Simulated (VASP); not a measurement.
GaP: relaxation of cell and atoms with r2SCAN

Crystal: GaP.

```xyz
2
Lattice="0.0000 2.7525 2.7525 2.7525 0.0000 2.7525 2.7525 2.7525 0.0000" Properties=species:S:1:pos:R:3 pbc="T T T"
Ga    0.0000    0.0000    0.0000
P     1.3763    1.3763    1.3763
```

```
Program                : VASP 6.6.1
Task                   : relaxation of cell and atoms
Functional             : r2SCAN
Potentials or basis    : VASP PAW PBE potentials, release 64 (Ga_d, P)
Cutoff                 : 600 eV
k mesh                 : 8 × 8 × 8
Occupations            : fermi-dirac, width 0.02 eV
Spin                   : no spin polarisation
Dipole correction      : no
Further INCAR settings : ALGO = Normal; EDIFF = 1e-06; IBRION = 2; EDIFFG = -0.005; NSW = 80; ISIF = 3
```

| Quantity | Value |
| --- | --- |
| Relaxed volume | 20.22 Å³/atom |
| Relaxed cell | a = 3.853 Å, b = 3.853 Å, c = 3.853 Å, α = 60.00°, β = 60.00°, γ = 60.00° |
| Space group after relaxing (to 0.1 Å) | F-43m (No. 216) |
| Energy gained by relaxing | 5.1 meV/atom |
| Ionic steps | 8 |
| Pressure after relaxing | 0.0 GPa |
| Band gap on the k mesh | 1.90 eV (least direct gap 2.35 eV) |

The path:
| step | energy change (eV) | largest force (eV/Å) | pressure (GPa) | volume (Å³) |
| --- | --- | --- | --- | --- |
| 1 | 0.0000 | 0.0000 | -2.46 | 41.71 |
| 2 | -0.0073 | 0.0000 | 1.49 | 39.81 |
| 3 | -0.0103 | 0.0000 | -0.77 | 40.44 |
| 4 | -0.0099 | 0.0000 | 0.55 | 40.22 |
| 5 | -0.0101 | 0.0000 | 0.23 | 40.31 |
| 6 | -0.0102 | 0.0000 | 0.19 | 40.36 |
| 7 | -0.0102 | 0.0000 | 0.07 | 40.40 |
| 8 | -0.0103 | 0.0000 | -0.02 | 40.45 |

Final structure:
```xyz
2
Lattice="0.0000 2.7245 2.7245 2.7245 0.0000 2.7245 2.7245 2.7245 0.0000" Properties=species:S:1:pos:R:3 pbc="T T T"
Ga    0.0000    0.0000    0.0000
P     1.3622    1.3622    1.3622
```

Levels at points of the mesh, in eV from the valence-band top:
```tsv
k point	band 6	band 7	band 8	band 9	band 10	band 11	band 12	band 13
(0.00, 0.00, 0.00)	-13.03	0.00	0.00	0.00	2.35	4.19	4.19	4.19
(0.50, 0.00, 0.00)	-10.86	-6.85	-1.17	-1.17	2.04	5.06	5.06	8.83
(0.50, 0.50, 0.00)	-9.93	-6.96	-2.80	-2.80	1.91	2.10	11.36	11.36
```

Wall time 4.4 min on 1 thread of Intel(R) Xeon(R) Platinum 8259CL CPU @ 2.50GHz (Skylake/Cascade Lake) (shared host), peak memory 0.2 GiB.

Caveat: the PAW data sets were made with another functional, which shifts forces and pressure a little. A k mesh can miss the band edges.
